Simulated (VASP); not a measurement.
# GeB3Br3 (Pm-3m) in VASP: single point with PBE

Aim: the single point of GeB3Br3 with PBE.

Program: VASP 6.6.1. These are calculated values, not measurements. Logs are shortened: lines on timing, memory, paths and dates and some standing lists are left out, and cuts for length are marked.

**1. The cell of the first run**

It takes space group Pm-3m (No. 221, cubic). Conventional cell: a = 5.194 Å, b = 5.194 Å, c = 5.194 Å, α = 90.00°, β = 90.00°, γ = 90.00°. Within 3.4 Å of B (site symmetry 4/mmm) lie 2 Ge at 2.60 Å and 4 Br at 2.60 Å. Within 3.4 Å of Ge (site symmetry m-3m) lie 6 B at 2.60 Å. Br (site symmetry 4/mmm) has 4 B at 2.60 Å within 3.4 Å.

**2. Single point, PBE**

The input, INCAR:

```
PREC     = Accurate       # precision mode
ENCUT    = 520            # plane-wave cutoff, eV
EDIFF    = 1E-6           # SCF threshold, eV
ISMEAR   = 0              # smearing method
SIGMA    = 0.0332         # smearing width, eV
LREAL    = F              # projectors in reciprocal space
LASPH    = T              # aspherical terms in the spheres
NELM     = 80             # most SCF steps
ALGO     = Normal         # electronic algorithm
ISIF     = 2              # what is computed and relaxed
LWAVE    = F              # write WAVECAR
LCHARG   = F              # write CHGCAR
GGA      = PE             # functional
NBANDS   = 31             # bands
```

The input, KPOINTS:

```
regular mesh
0
Gamma
  4 4 4
```

The input, POSCAR:

```
GeB3Br3
1.0
    5.1943300000      0.0000000000      0.0000000000
    0.0000000000      5.1943300000      0.0000000000
    0.0000000000      0.0000000000      5.1943300000
B Ge Br
3 1 3
Direct
    0.5000000000      0.5000000000      0.0000000000
    0.0000000000      0.5000000000      0.5000000000
    0.5000000000      0.0000000000      0.5000000000
    0.5000000000      0.5000000000      0.5000000000
    0.5000000000      0.0000000000      0.0000000000
    0.0000000000      0.5000000000      0.0000000000
    0.0000000000      0.0000000000      0.5000000000
```

Potentials or basis: VASP PAW PBE potentials, release 64 (B, Ge_d, Br).

The run is started by

```console
$ cat potpaw_PBE.64/B/POTCAR potpaw_PBE.64/Ge_d/POTCAR potpaw_PBE.64/Br/POTCAR > POTCAR
$ mpirun -np 1 vasp_std > vasp.out
```

OUTCAR:

```text
PREC = Accurate
   ENCUT = 520
   EDIFF = 1E-6
   ISMEAR = 0
   LREAL = F
   LASPH = T
   NELM = 80
   ISIF = 2
   GGA = PE

 ion  position               nearest neighbor table
   1  0.500  0.500  0.000-
   2  0.000  0.500  0.500-
   3  0.500  0.000  0.500-
   4  0.500  0.500  0.500-
   5  0.500  0.000  0.000-
   6  0.000  0.500  0.000-
   7  0.000  0.000  0.500-

  LATTYP: Found a simple cubic cell.
 ALAT       =     5.1943300000

  Lattice vectors:

 A1 = (   5.1943300000,   0.0000000000,   0.0000000000)
 A2 = (   0.0000000000,   5.1943300000,   0.0000000000)
 A3 = (   0.0000000000,   0.0000000000,   5.1943300000)

Analysis of symmetry for initial positions (statically):
=====================================================================
 Subroutine PRICEL returns:
 Original cell was already a primitive cell.

 Routine SETGRP: Setting up the symmetry group for a
 simple cubic supercell.

 Subroutine GETGRP returns: Found 48 space group operations
 (whereof 48 operations were pure point group operations)
 out of a pool of 48 trial point group operations.

The static configuration has the point symmetry O_h .

Analysis of symmetry for dynamics (positions and initial velocities):
=====================================================================
 Subroutine PRICEL returns:
 Original cell was already a primitive cell.

 Routine SETGRP: Setting up the symmetry group for a
 simple cubic supercell.

 Subroutine GETGRP returns: Found 48 space group operations
 (whereof 48 operations were pure point group operations)
 out of a pool of 48 trial point group operations.

The dynamic configuration has the point symmetry O_h .

 Subroutine INISYM returns: Found 48 space group operations
 (whereof 48 operations are pure point group operations),
 and found     1 'primitive' translations

----------------------------------------------------------------------------------------

                                     Primitive cell

  volume of cell :     140.1486

  direct lattice vectors                    reciprocal lattice vectors
     5.194330000  0.000000000  0.000000000     0.192517611  0.000000000  0.000000000
     0.000000000  5.194330000  0.000000000     0.000000000  0.192517611  0.000000000
     0.000000000  0.000000000  5.194330000     0.000000000  0.000000000  0.192517611

  length of vectors
     5.194330000  5.194330000  5.194330000     0.192517611  0.192517611  0.192517611

  position of ions in fractional coordinates (direct lattice)
     0.500000000  0.500000000  0.000000000
     0.000000000  0.500000000  0.500000000
     0.500000000  0.000000000  0.500000000
     0.500000000  0.500000000  0.500000000
     0.500000000  0.000000000  0.000000000
     0.000000000  0.500000000  0.000000000
     0.000000000  0.000000000  0.500000000

  ion indices of the primitive-cell ions
   primitive index   ion index
                 1           1
                 2           2
                 3           3
                 4           4
                 5           5
                 6           6
                 7           7

----------------------------------------------------------------------------------------

 KPOINTS: regular mesh

Automatic generation of k-mesh.
 Grid dimensions read from file:
 generate k-points for:    4    4    4

 Generating k-lattice:

  Cartesian coordinates                     Fractional coordinates (reciprocal lattice)
     0.048129403  0.000000000  0.000000000     0.250000000  0.000000000  0.000000000
     0.000000000  0.048129403  0.000000000     0.000000000  0.250000000  0.000000000
     0.000000000  0.000000000  0.048129403     0.000000000  0.000000000  0.250000000

  Length of vectors
     0.048129403  0.048129403  0.048129403

  Shift w.r.t. Gamma in fractional coordinates (k-lattice)
     0.000000000  0.000000000  0.000000000

 Subroutine IBZKPT returns following result:
 ===========================================

 Found     10 irreducible k-points:

 Following reciprocal coordinates:
            Coordinates               Weight
  0.000000  0.000000  0.000000      1.000000
  0.250000  0.000000  0.000000      6.000000
  0.500000  0.000000  0.000000      3.000000
  0.250000  0.250000  0.000000     12.000000
  0.500000  0.250000  0.000000     12.000000
  0.500000  0.500000  0.000000      3.000000
  0.250000  0.250000  0.250000      8.000000
  0.500000  0.250000  0.250000     12.000000
  0.500000  0.500000  0.250000      6.000000
  0.500000  0.500000  0.500000      1.000000
   k-points           NKPTS =     10   k-points in BZ     NKDIM =     10   number of bands    NBANDS=     31
   number of dos      NEDOS =    301   number of ions     NIONS =      7
   total plane-waves  NPLWV =  64000
   dimension x,y,z NGX =    40 NGY =   40 NGZ =   40
   dimension x,y,z NGXF=    80 NGYF=   80 NGZF=   80
   ions per type =               3   1   3
   NGX,Y,Z   is equivalent  to a cutoff of  12.80, 12.80, 12.80 a.u.
   NGXF,Y,Z  is equivalent  to a cutoff of  25.60, 25.60, 25.60 a.u.
 SYSTEM =  unknown system
   PREC   = accura    normal or accurate (medium, high low for compatibility)
   ISTART =      0    job   : 0-new  1-cont  2-samecut
   ICHARG =      2    charge: 1-file 2-atom 10-const
   ISPIN  =      1    spin polarized calculation?
   LNONCOLLINEAR =      F non collinear calculations
   LSORBIT =      F    spin-orbit coupling
   LASPH  =      T    aspherical Exc in radial PAW
   ENCUT  =  520.0 eV  38.22 Ry    6.18 a.u.   9.66  9.66  9.66*2*pi/ulx,y,z
   NELM   =     80;   NELMIN=  2; NELMDL= -5     # of ELM steps
   EDIFF  = 0.1E-05   stopping-criterion for ELM
   LREAL  =      F    real-space projection
   EDIFFG = 0.1E-04   stopping-criterion for IOM
   NSW    =      0    number of steps for IOM
   IBRION =     -1    ionic relax: 0-MD 1-quasi-New 2-CG
   NFREE  =      0    steps in history (QN), initial steepest desc. (CG)
   ISIF   =      2    stress and relaxation
   ISYM   =      2    0-nonsym 1-usesym 2-fastsym
   POTIM  = 0.5000    time-step for ionic-motion
   TEBEG  =    0.0;   TEEND  =   0.0 temperature during run
   PSTRESS=    0.0 pullay stress
   NELECT =      44.0000    total number of electrons
   NUPDOWN=      -1.0000    fix difference up-down
   EMIN   =  10.00;   EMAX   =-10.00  energy-range for DOS
   EFERMI =   0.00;   METHOD = LEGACY
   ISMEAR =     0;   SIGMA  =   0.03  broadening in eV -4-tet -1-fermi 0-gaus
   EFERMI_NEDOS =   21; number of points for ismear=-14 and -15
   IALGO  =     38    algorithm
   IMIX   =      4    mixing-type and parameters
     AMIX     =   0.40;   BMIX     =  1.00
     AMIX_MAG =   1.60;   BMIX_MAG =  1.00
  volume/ion in A,a.u.               =      20.02       135.11
  Fermi-wavevector in a.u.,A,eV,Ry     =   1.112661  2.102624 16.844209  1.238014
  Thomas-Fermi vector in A             =   2.249238
   LORBIT       =      0    0 simple, 1 ext, 2 COOP (PROOUT), +10 PAW based schemes
   GGA     = PE    functional components
   LHFCALC =     F    Hartree Fock is set to
   AEXX    =    0.0000 exact exchange contribution
   IVDW    =     0    specifies the selected vdW correction
   LEPSILON=     F    determine dielectric tensor
   LRPA    =     F    only Hartree local field effects (RPA)
 non-spin polarized calculation
 Gauss-broadening in eV      SIGMA  =   0.03
  energy-cutoff  :      520.00
  volume of cell :      140.15
 maximum number of plane-waves:      3840
 NGX is ok and might be reduce to    40
   NGX = 19   NGY = 19   NGZ = 19

 number of electron      44.0000030 magnetization

 Free energy of the ion-electron system (eV)
  ---------------------------------------------------
  ext. energy  EPLUGINS =         0.00000000
  ---------------------------------------------------
  free energy    TOTEN  =       -21.52370569 eV

  energy without entropy =      -21.52019349  energy(sigma->0) =      -21.52194959

 E-fermi :   2.7404     XC(G=0):  -9.5015

 val. band max:        2.7404207001   @ k =   0.5000   0.2500   0.2500
 cond. band min:       2.8504108069   @ k =   0.2500   0.2500   0.0000
 fundamental gap:      0.1099901069
 Fermi energy:         2.7404207045

 k-point     1 :       0.0000    0.0000    0.0000
  band No.  band energies     occupation
      1     -21.4840      2.00000
      2     -21.4840      2.00000
      3     -21.4774      2.00000
      4     -21.4774      2.00000
      5     -21.4774      2.00000
      6     -12.9269      2.00000
[... 23 lines left out ...]
     30       8.2266      0.00000
     31       8.2613      0.00000

 k-point     2 :       0.2500    0.0000    0.0000
  band No.  band energies     occupation
      1     -21.4840      2.00000
      2     -21.4839      2.00000
      3     -21.4774      2.00000
      4     -21.4774      2.00000
      5     -21.4774      2.00000
      6     -12.8043      2.00000
[... 23 lines left out ...]
     30       8.0737      0.00000
     31       8.5652      0.00000

 k-point     3 :       0.5000    0.0000    0.0000
  band No.  band energies     occupation
      1     -21.4840      2.00000
      2     -21.4838      2.00000
      3     -21.4775      2.00000
      4     -21.4775      2.00000
      5     -21.4774      2.00000
      6     -12.5845      2.00000
[... 23 lines left out ...]
     30       8.0342      0.00000
     31       8.0342      0.00000

 k-point     4 :       0.2500    0.2500    0.0000
  band No.  band energies     occupation
      1     -21.4839      2.00000
      2     -21.4838      2.00000
      3     -21.4775      2.00000
      4     -21.4774      2.00000
      5     -21.4774      2.00000
      6     -12.6932      2.00000
[... 159 lines left out ...]
     30       6.3871      0.00000
     31       7.5380      0.00000

 k-point     9 :       0.5000    0.5000    0.2500
  band No.  band energies     occupation
      1     -21.4838      2.00000
      2     -21.4837      2.00000
      3     -21.4776      2.00000
      4     -21.4776      2.00000
      5     -21.4776      2.00000
      6     -12.2539      2.00000
[... 23 lines left out ...]
     30       6.4060      0.00000
     31       7.2007      0.00000

 k-point    10 :       0.5000    0.5000    0.5000
  band No.  band energies     occupation
      1     -21.4837      2.00000
      2     -21.4837      2.00000
      3     -21.4776      2.00000
      4     -21.4776      2.00000
      5     -21.4776      2.00000
      6     -12.2308      2.00000
[... 23 lines left out ...]
     30       6.5467      0.00000
     31       6.7145      0.00000

------------------------ aborting loop because EDIFF is reached ----------------------------------------

  FORCE on cell =-STRESS in cart. coord.  units (eV):
  Direction    XX          YY          ZZ          XY          YZ          ZX
  --------------------------------------------------------------------------------------
  -------------------------------------------------------------------------------------
  Total       -6.8882104     -6.8882104     -6.8882104      0.0000000      0.0000000      0.0000000
  in kB      -78.7459764    -78.7459764    -78.7459764      0.0000000      0.0000000      0.0000000
  external PRESSURE =     -78.7459764 kB  Pullay stress =       0.0000000 kB

 VOLUME and BASIS-vectors are now :
 -----------------------------------------------------------------------------
  energy-cutoff  :      520.00
  volume of cell :      140.15
      direct lattice vectors                 reciprocal lattice vectors
     5.194330000  0.000000000  0.000000000     0.192517611  0.000000000  0.000000000
     0.000000000  5.194330000  0.000000000     0.000000000  0.192517611  0.000000000
     0.000000000  0.000000000  5.194330000     0.000000000  0.000000000  0.192517611

 POSITION                                       TOTAL-FORCE (eV/Angst)
 -----------------------------------------------------------------------------------
      2.59716      2.59716      0.00000         0.000000      0.000000      0.000000
      0.00000      2.59716      2.59716         0.000000      0.000000      0.000000
      2.59716      0.00000      2.59716         0.000000      0.000000      0.000000
      2.59716      2.59716      2.59716         0.000000      0.000000      0.000000
      2.59716      0.00000      0.00000         0.000000      0.000000      0.000000
      0.00000      2.59716      0.00000         0.000000      0.000000      0.000000
      0.00000      0.00000      2.59716         0.000000      0.000000      0.000000
 -----------------------------------------------------------------------------------
    total drift:                               -0.000000      0.000000     -0.000000

  FREE ENERGIE OF THE ION-ELECTRON SYSTEM (eV)
  ---------------------------------------------------
  free  energy   TOTEN  =       -21.5237056939 eV

  energy  without entropy=      -21.5201934934  energy(sigma->0) =      -21.52194959
```

It took 27 s on 1 thread of Intel Xeon Platinum 8488C (Sapphire Rapids), shared host; peak memory 0.25 GiB.

What came out:

* Free energy: -21.5237 eV
* Pressure: -7.9 GPa
* Band gap on the k mesh: zero (band 22 reaches 3.93 eV, above the bottom of band 23 at 1.78 eV)

Levels at points of the mesh, in eV from the Fermi level:
```
           k point  band 18  band 19  band 20  band 21  band 22  band 23  band 24  band 25  band 26  band 27
(0.00, 0.00, 0.00)    -1.89    -1.89    -1.89    -1.16    -0.62    -0.62    -0.62     4.99     4.99     4.99
(0.50, 0.00, 0.00)    -1.94    -1.94    -1.37    -1.37    -0.72    -0.10     1.15     1.78     3.56     5.04
(0.50, 0.50, 0.00)    -2.20    -1.45    -0.73    -0.73     0.45     1.01     1.01     1.61     1.85     1.92
(0.50, 0.50, 0.50)    -1.25     0.20     0.20     0.20     1.19     1.19     1.19     1.37     1.37     1.37
```
